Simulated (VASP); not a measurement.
A run of VASP 6.6.1 is set up as follows.

POSCAR

```
LiF
1.0
    2.6068437484      0.0000000000      0.0000000000
    0.0000000000      2.6068437484      0.0000000000
    0.0000000000      0.0000000000      2.5162584444
Li F
1 1
Direct
    0.0000000000      0.0000000000      0.0000000000
    0.5000000000      0.5000000000      0.5000000000
```

INCAR.step1

```
PREC = Accurate
ENCUT = 520
ISMEAR = 0
SIGMA = 0.01
LREAL = F
LASPH = T
NELM = 60
NBANDS = 12
GGA = PE
ALGO = Normal
EDIFF = 1E-4
LWAVE = T
LCHARG = F
```

INCAR.step2

```
PREC = Accurate
ENCUT = 520
EDIFF = 1E-7
ISMEAR = 0
SIGMA = 0.01
LREAL = F
LASPH = T
NELM = 60
ALGO = Normal
ISIF = 2
LWAVE = F
LCHARG = F
METAGGA = R2SCAN
LMIXTAU = T
NBANDS = 12
ISTART = 1
```

File KPOINTS:

```
regular mesh
0
Gamma
  10 10 10
```

Potentials or basis: VASP PAW PBE potentials, release 64 (Li_sv, F).

Command:

```console
$ cat potpaw_PBE.64/Li_sv/POTCAR potpaw_PBE.64/F/POTCAR > POTCAR
$ cp INCAR.step1 INCAR
$ mpirun -np 1 vasp_std > vasp.out
$ cp INCAR.step2 INCAR
$ mpirun -np 1 vasp_std > vasp.out
```

Q: What does it give for the band gap on the k mesh?

A: 8.26 eV, indirect (least direct gap 8.83 eV).

Caveat: the cell differs from its parent crystal (biaxial xy strain +3.6%). A k mesh can miss the band edges.
